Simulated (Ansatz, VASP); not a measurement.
# Two plane-wave programs on Nb5O

```
Nb O
1.0
     0.00000    3.48306    3.48306
     3.48306    0.00000    3.48306
     3.48306    3.48306    0.00000
Nb O
5 1
Direct
  0.75000 0.75000 0.75000
  0.37597 0.37597 0.87208
  0.37597 0.87208 0.37597
  0.37597 0.37597 0.37597
  0.87208 0.37597 0.37597
  0.00000 0.00000 0.00000
```

Change from the starting cell: species swapped into the ErCu5 type (F-43m, No. 216).

Alike in both runs: task single point; functional PBE; k mesh 4 × 4 × 4; occupations gaussian, width 0.1 eV; no spin polarisation.

|  | VASP | Ansatz |
| --- | --- | --- |
| version | VASP 6.6.1 | Ansatz 0.2.0 |
| potentials or method | VASP PAW PBE potentials, release 64 (Nb_sv, O), cutoff 520 eV | scalar-relativistic, plane waves, PAW |
| valence electrons in the cell | 71 | 71 |

```csv
,VASP,Ansatz,Ansatz less VASP
gap on the k mesh at the Fermi level (eV),none,none,-
rms of the force components (eV/Å),0.506,0.507,+0.0005
```

Atom by atom the forces differ by 0.001 eV/Å (rms over components). A gap of «none» marks a metal or a gap that the smearing closes.

The k mesh is coarse, so the values compare programs but aren't converged.
